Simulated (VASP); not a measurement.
# SiNi (NiAs type) (P6_3/mmc) in VASP: further runs

Runs on SiNi (NiAs type). Level: PBE. Tasks: single point.

Everything below comes from runs of VASP 6.6.1. Logs are shortened: lines on timing, memory, paths and dates and some standing lists are left out, and cuts for length are marked.

### 1 The cell of the first run

The structure is hexagonal, space group P6_3/mmc (No. 194). Conventional cell: a = 3.113 Å, b = 3.113 Å, c = 4.417 Å, α = 90.00°, β = 90.00°, γ = 120.00°. Ni (site symmetry -3m) has 6 Si at 2.11 Å and 2 Ni at 2.21 Å within 2.8 Å. Within 2.8 Å of Si (site symmetry -6m2) lie 6 Ni at 2.11 Å.

### 2 Single point, PBE (volume scaled by 0.72)

Contents of INCAR:

```
SYSTEM = SiNi
PREC     = Accurate       ! precision mode
ENCUT    = 520            ! plane-wave cutoff, eV
EDIFF    = 1E-7           ! SCF threshold, eV
ISMEAR   = -1             ! smearing method
SIGMA    = 0.1            ! smearing width, eV
LREAL    = .False.        ! projectors in reciprocal space
LASPH    = .True.         ! aspherical terms in the spheres
NELM     = 100            ! most SCF steps
ALGO     = Normal         ! electronic algorithm
ISIF     = 2              ! what is computed and relaxed
LWAVE    = .False.        ! write WAVECAR
LCHARG   = .False.        ! write CHGCAR
GGA      = PE             ! functional
NBANDS   = 22             ! bands
```

Contents of KPOINTS:

```
Automatic mesh
0
Gamma
  11 11 6
  0 0 0
```

Contents of POSCAR:

```
SiNi
1.0
    3.1127625882      0.0000000000      0.0000000000
   -1.5563812941      2.6957314773      0.0000000000
    0.0000000000      0.0000000000      4.4170042974
Ni Si
2 2
Direct
    0.0000000000      0.0000000000      0.0000000000
    0.0000000000      0.0000000000      0.5000000000
    0.3333333333      0.6666666667      0.2500000000
    0.6666666667      0.3333333333      0.7500000000
```

Potentials or basis: VASP PAW PBE potentials, release 64 (Ni, Si).

Command:

```
$ cat potpaw_PBE.64/Ni/POTCAR potpaw_PBE.64/Si/POTCAR > POTCAR
$ mpirun -np 1 vasp_std > vasp.out
```

OUTCAR:

```text
SYSTEM = SiNi
   PREC = Accurate
   ENCUT = 520
   EDIFF = 1E-7
   ISMEAR = -1
   LREAL = .False.
   LASPH = .True.
   NELM = 100
   ISIF = 2
   GGA = PE

 ion  position               nearest neighbor table
   1  0.000  0.000  0.000-   3 2.11   4 2.11   3 2.11   4 2.11   4 2.11   3 2.11   2 2.21   2 2.21

   2  0.000  0.000  0.500-   3 2.11   4 2.11   3 2.11   4 2.11   4 2.11   3 2.11   1 2.21   1 2.21

   3  0.333  0.667  0.250-   1 2.11   2 2.11   1 2.11   2 2.11   1 2.11   2 2.11   4 2.85   4 2.85
                             4 2.85   4 2.85   4 2.85   4 2.85
   4  0.667  0.333  0.750-   1 2.11   2 2.11   1 2.11   2 2.11   1 2.11   2 2.11   3 2.85   3 2.85
                             3 2.85   3 2.85   3 2.85   3 2.85

  LATTYP: Found a hexagonal cell.
 ALAT       =     3.1127625882
 C/A-ratio  =     1.4189981318

  Lattice vectors:

 A1 = (   3.1127625882,   0.0000000000,   0.0000000000)
 A2 = (  -1.5563812941,   2.6957314773,   0.0000000000)
 A3 = (   0.0000000000,   0.0000000000,   4.4170042974)

Analysis of symmetry for initial positions (statically):
=====================================================================
 Subroutine PRICEL returns:
 Original cell was already a primitive cell.

 Routine SETGRP: Setting up the symmetry group for a
 hexagonal supercell.

 Subroutine GETGRP returns: Found 24 space group operations
 (whereof 12 operations were pure point group operations)
 out of a pool of 24 trial point group operations.

The static configuration has the point symmetry D_3d.
 The point group associated with its full space group is D_6h.

Analysis of symmetry for dynamics (positions and initial velocities):
=====================================================================
 Subroutine PRICEL returns:
 Original cell was already a primitive cell.

 Routine SETGRP: Setting up the symmetry group for a
 hexagonal supercell.

 Subroutine GETGRP returns: Found 24 space group operations
 (whereof 12 operations were pure point group operations)
 out of a pool of 24 trial point group operations.

The dynamic configuration has the point symmetry D_3d.
 The point group associated with its full space group is D_6h.

 Subroutine INISYM returns: Found 24 space group operations
 (whereof 12 operations are pure point group operations),
 and found     1 'primitive' translations

[... 90 lines left out ...]
   ISTART =      0    job   : 0-new  1-cont  2-samecut
   ICHARG =      2    charge: 1-file 2-atom 10-const
   ISPIN  =      1    spin polarized calculation?
   LNONCOLLINEAR =      F non collinear calculations
   LSORBIT =      F    spin-orbit coupling
   LASPH  =      T    aspherical Exc in radial PAW
   ENCUT  =  520.0 eV  38.22 Ry    6.18 a.u.   5.79  5.79  8.21*2*pi/ulx,y,z
   NELM   =    100;   NELMIN=  2; NELMDL= -5     # of ELM steps
   EDIFF  = 0.1E-06   stopping-criterion for ELM
   LREAL  =      F    real-space projection
   EDIFFG = 0.1E-05   stopping-criterion for IOM
   NSW    =      0    number of steps for IOM
   IBRION =     -1    ionic relax: 0-MD 1-quasi-New 2-CG
   NFREE  =      0    steps in history (QN), initial steepest desc. (CG)
   ISIF   =      2    stress and relaxation
   ISYM   =      2    0-nonsym 1-usesym 2-fastsym
   POTIM  = 0.5000    time-step for ionic-motion
   TEBEG  =    0.0;   TEEND  =   0.0 temperature during run
   PSTRESS=    0.0 pullay stress
   NELECT =      28.0000    total number of electrons
   NUPDOWN=      -1.0000    fix difference up-down
   EMIN   =  10.00;   EMAX   =-10.00  energy-range for DOS
   EFERMI =   0.00;   METHOD = LEGACY
   ISMEAR =    -1;   SIGMA  =   0.10  broadening in eV -4-tet -1-fermi 0-gaus
   EFERMI_NEDOS =   21; number of points for ismear=-14 and -15
   IALGO  =     38    algorithm
   IMIX   =      4    mixing-type and parameters
     AMIX     =   0.40;   BMIX     =  1.00
     AMIX_MAG =   1.60;   BMIX_MAG =  1.00
  volume/ion in A,a.u.               =       9.27        62.53
  Fermi-wavevector in a.u.,A,eV,Ry     =   1.490999  2.817580 30.246814  2.223078
  Thomas-Fermi vector in A             =   2.603710
   LORBIT       =      0    0 simple, 1 ext, 2 COOP (PROOUT), +10 PAW based schemes
   GGA     = PE    functional components
   LHFCALC =     F    Hartree Fock is set to
   AEXX    =    0.0000 exact exchange contribution
   IVDW    =     0    specifies the selected vdW correction
   LEPSILON=     F    determine dielectric tensor
   LRPA    =     F    only Hartree local field effects (RPA)
 non-spin polarized calculation
  energy-cutoff  :      520.00
  volume of cell :       37.06
 maximum number of plane-waves:      1013
 NGX is ok and might be reduce to    24
   NGX = 11   NGY = 11   NGZ = 17

 number of electron      28.0000003 magnetization

 Free energy of the ion-electron system (eV)
  ---------------------------------------------------
  ext. energy  EPLUGINS =         0.00000000
  ---------------------------------------------------
  free energy    TOTEN  =       -19.72252387 eV

  energy without entropy =      -19.68060395  energy(sigma->0) =      -19.70156391

 E-fermi :  14.5961     XC(G=0): -13.5488

 val. band max:       14.5765700685   @ k =   0.1818   0.1818   0.5000
 cond. band min:      14.6395329822   @ k =   0.2727  -0.0000   0.1667
 fundamental gap:      0.0629629137
 Fermi energy:        14.5960677105

 k-point     1 :       0.0000    0.0000    0.0000
  band No.  band energies     occupation
      1      -0.5001      2.00000
      2       6.1396      2.00000
      3       6.6874      2.00000
      4       8.6516      2.00000
      5       8.6516      2.00000
      6       8.7407      2.00000
[... 589 lines left out ...]
     21      24.6392      0.00000
     22      24.9839      0.00000

 [... further k-points ...]
[... 5 lines left out ...]
  --------------------------------------------------------------------------------------
  -------------------------------------------------------------------------------------
  Total       25.6781403     25.6781403     25.7147057     -0.0000000      0.0000000      0.0000000
  in kB     1110.0018432   1110.0018432   1111.5824724     -0.0000000      0.0000000      0.0000000
  external PRESSURE =    1110.5287196 kB  Pullay stress =       0.0000000 kB

 VOLUME and BASIS-vectors are now :
 -----------------------------------------------------------------------------
  energy-cutoff  :      520.00
  volume of cell :       37.06
      direct lattice vectors                 reciprocal lattice vectors
     3.112762588  0.000000000  0.000000000     0.321258037  0.185478414  0.000000000
    -1.556381294  2.695731477  0.000000000     0.000000000  0.370956829  0.000000000
     0.000000000  0.000000000  4.417004297     0.000000000  0.000000000  0.226397787

 POSITION                                       TOTAL-FORCE (eV/Angst)
 -----------------------------------------------------------------------------------
      0.00000      0.00000      0.00000        -0.000000      0.000000      0.000000
      0.00000      0.00000      2.20850        -0.000000      0.000000      0.000000
     -0.00000      1.79715      1.10425        -0.000000     -0.000000      0.000000
      1.55638      0.89858      3.31275         0.000000      0.000000     -0.000000
 -----------------------------------------------------------------------------------
    total drift:                               -0.000000      0.000000      0.000000

  FREE ENERGIE OF THE ION-ELECTRON SYSTEM (eV)
  ---------------------------------------------------
  free  energy   TOTEN  =       -19.7225238723 eV

  energy  without entropy=      -19.6806039464  energy(sigma->0) =      -19.70156391
```

OSZICAR:

```text
N       E                     dE             d eps       ncg     rms          rms(c)
DAV:   1     0.161739681091E+03    0.16174E+03   -0.12620E+04  2904   0.159E+03
DAV:   2    -0.135650024434E+02   -0.17530E+03   -0.16563E+03  2882   0.304E+02
DAV:   3    -0.228890619622E+02   -0.93241E+01   -0.91372E+01  3314   0.835E+01
DAV:   4    -0.230936816474E+02   -0.20462E+00   -0.20435E+00  3320   0.115E+01
DAV:   5    -0.231000848928E+02   -0.64032E-02   -0.64025E-02  3452   0.212E+00    0.252E+01
DAV:   6    -0.237411688869E+02   -0.64108E+00   -0.34249E+01  3250   0.125E+02    0.169E+01
DAV:   7    -0.198550717597E+02    0.38861E+01   -0.14836E+01  3238   0.819E+01    0.659E+00
DAV:   8    -0.197707397136E+02    0.84332E-01   -0.60987E-01  3344   0.542E+00    0.248E+00
DAV:   9    -0.197229481317E+02    0.47792E-01   -0.68294E-02  3398   0.566E+00    0.430E-01
DAV:  10    -0.197225723927E+02    0.37574E-03   -0.11524E-02  3326   0.776E-01    0.149E-01
DAV:  11    -0.197225600857E+02    0.12307E-04   -0.25355E-04  3810   0.166E-01    0.970E-02
DAV:  12    -0.197225250044E+02    0.35081E-04   -0.58343E-05  4184   0.102E-01    0.232E-02
DAV:  13    -0.197225238075E+02    0.11969E-05   -0.47067E-06  3380   0.183E-02    0.823E-03
DAV:  14    -0.197225238723E+02   -0.64734E-07   -0.92215E-08  2462   0.295E-03
   1 F= -.19722524E+02 E0= -.19701564E+02  d E =-.419199E-01
```

Wall time 30 s (1 thread of AMD EPYC 9R45 (Zen 5), shared host); peak memory 0.15 GiB.

Results:

- Free energy: -19.7225 eV
- Pressure: 111.1 GPa
- Band gap on the k mesh: zero (band 14 reaches 19.51 eV, above the bottom of band 15 at 12.78 eV)

 Spin polarisation is off, so any magnetic state and its effect on volume and gap are missing.

(Continued in part 2 of 2.)
